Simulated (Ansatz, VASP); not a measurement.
**Two plane-wave programs on ZrC**

```
Zr C
1.0
     0.00000    2.36500    2.36500
     2.36500    0.00000    2.36500
     2.36500    2.36500    0.00000
Zr C
1 1
Direct
  0.50000 0.50000 0.50000
  0.00000 0.00000 0.00000
```

Alike in both runs: task relaxation of cell and atoms; functional LDA; k mesh 8 × 8 × 8; occupations gaussian, width 0.1 eV; no spin polarisation.

|  | VASP | Ansatz |
| --- | --- | --- |
| version | VASP 6.6.1 | Ansatz 0.2.0 |
| potentials or method | VASP PAW LDA potentials, release 64 (Zr_sv, C), cutoff 600 eV | scalar-relativistic, plane waves, PAW |
| valence electrons in the cell | 16 | 16 |

VASP gave:

```
gap on the k mesh at the Fermi level, each at its own relaxed structure (eV) : none
relaxed volume (Å³/atom)                                                     : 12.55
relaxed cell length with the largest relative difference (Å)                 : 3.286
```

Problem. Estimate Ansatz's values.

Solution. gap on the k mesh at the Fermi level, each at its own relaxed structure (eV): none; relaxed volume (Å³/atom): 12.50; relaxed cell length with the largest relative difference (Å): 3.282.

LDA's correlation is that of Perdew and Zunger in VASP and of Perdew and Wang (1992) in Ansatz. A gap of «none» marks a metal or a gap that the smearing closes.
